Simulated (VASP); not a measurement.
Mn: single point with PBE

Mn:

```xyz
1
Lattice="1.3919 1.3919 1.3919 -1.3919 1.3919 1.3919 -1.3919 -1.3919 1.3919" Properties=species:S:1:pos:R:3 pbc="T T T"
Mn    0.0000    0.0000    0.0000
```

```yaml
Program: VASP 6.6.1
Task: single point
Functional: PBE
Potentials_or_basis: VASP PAW PBE potentials, release 64 (Mn_pv)
Cutoff: 500 eV
k_mesh: 4 × 4 × 4
Occupations: fermi-dirac, width 0.1 eV
Spin: no spin polarisation
```

The pressure is 2.7 GPa.

Levels at points of the mesh, in eV from the Fermi level:
```tsv
k point	band 4	band 5	band 6	band 7	band 8	band 9
(0.00, 0.00, 0.00)	-8.81	-1.60	-1.60	-1.60	0.34	0.34
(0.50, 0.00, 0.00)	-5.03	-3.07	0.34	0.47	0.65	1.95
(0.50, 0.50, 0.50)	-4.86	-4.86	1.58	1.58	1.58	10.42
```

Wall time 2.6 s on 1 thread of Intel Xeon 6975P-C (shared host), peak memory 0.11 GiB.

Caveat: the k points lie up to 0.80 Å⁻¹ apart; the run has no spin polarisation, though such a crystal can be magnetic. Spin polarisation is off, so any magnetic state and its effect on volume and gap are missing.
